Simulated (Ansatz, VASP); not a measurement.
**Two plane-wave programs on PbSe**

Contents of POSCAR:

```
PbSe
1.0
    0.0830198070      3.1099479822      3.1099479822
    3.1099479822      0.0830198070      3.1099479822
    3.1099479822      3.1099479822      0.0830198070
Pb Se
1 1
Direct
    0.0000000000      0.0000000000      0.0000000000
    0.5000000000      0.5000000000      0.5000000000
```

Contents of INCAR.step1:

```
PREC = Accurate
ENCUT = 520
ISMEAR = -1
SIGMA = 0.02
LREAL = F
LASPH = T
NELM = 150
MAGMOM = 0 0 0 0 0 0
LSORBIT = T
GGA_COMPAT = F
NBANDS = 32
GGA = PE
ALGO = Normal
EDIFF = 1E-4
LWAVE = T
LCHARG = F
```

The input INCAR.step2:

```
PREC = Accurate
ENCUT = 520
EDIFF = 1E-6
ISMEAR = -1
SIGMA = 0.02
LREAL = F
LASPH = T
NELM = 150
ALGO = Normal
ISIF = 2
LWAVE = F
LCHARG = T
MAGMOM = 0 0 0 0 0 0
LORBIT = 11
LSORBIT = T
GGA_COMPAT = F
LORBMOM = T
METAGGA = R2SCAN
LMIXTAU = T
LVHAR = T
NBANDS = 32
ISTART = 1
```

Contents of KPOINTS:

```
regular mesh
0
Gamma
  8 8 8
```

Input for Ansatz:

```yaml
crystal:
  lattice:
    - [0.083019807, 3.1099479822, 3.1099479822]
    - [3.1099479822, 0.083019807, 3.1099479822]
    - [3.1099479822, 3.1099479822, 0.083019807]
  atoms:
    - { symbol: Pb, position: [0.0, 0.0, 0.0] }
    - { symbol: Se, position: [0.5, 0.5, 0.5] }
kpoints:
  mp_grid: { grid: [8, 8, 8] }
  band_path:
    path:
      - [0.0, 0.0, 0.0]
      - [0.5, 0.0, 0.5]
      - [0.625, 0.25, 0.625]
      - [0.375, 0.375, 0.75]
      - [0.5, 0.5, 0.5]
      - [0.5, 0.25, 0.75]
      - [0.0, 0.0, 0.5]
    npoints: 1
hamiltonian:
  xc: r2scan
scf:
  occupations: { method: fermi_dirac, width: 0.02 }
  n_extra_bands: 8
magnetization:
  noncollinear: true
  spin_orbit: true
output:
  forces: true
  stress: true
  eigenvalues: true
```

Change from the starting cell: epitaxial_111 strain -2.0%.

Alike in both runs: task single point; functional r2SCAN; k mesh 8 × 8 × 8; occupations fermi-dirac, width 0.02 eV; non-collinear spin, spin-orbit coupling.

```csv
,VASP,Ansatz
version,VASP 6.6.1,Ansatz 0.2.0
potentials or method,"VASP PAW PBE potentials, release 64 (Pb_d, Se)","plane waves, PAW"
plane-wave cutoff (eV),520,500
valence electrons in the cell,20,30
```

```csv
,VASP,Ansatz,Ansatz less VASP
pressure (GPa),0.8,0.7,-0.15
"traceless stress, the component that is largest in VASP (GPa)",-0.47,-0.46,+0.006
net moment per atom (μB),0.00,0.00,0.000
```

VASP's potentials were made for PBE, not for r2SCAN. The functional is the same, so the differences come from potentials, cutoffs and numerics. VASP's potentials hold 20 valence electrons a cell and Ansatz's 30, so a difference there can come from the potentials and not from the codes.
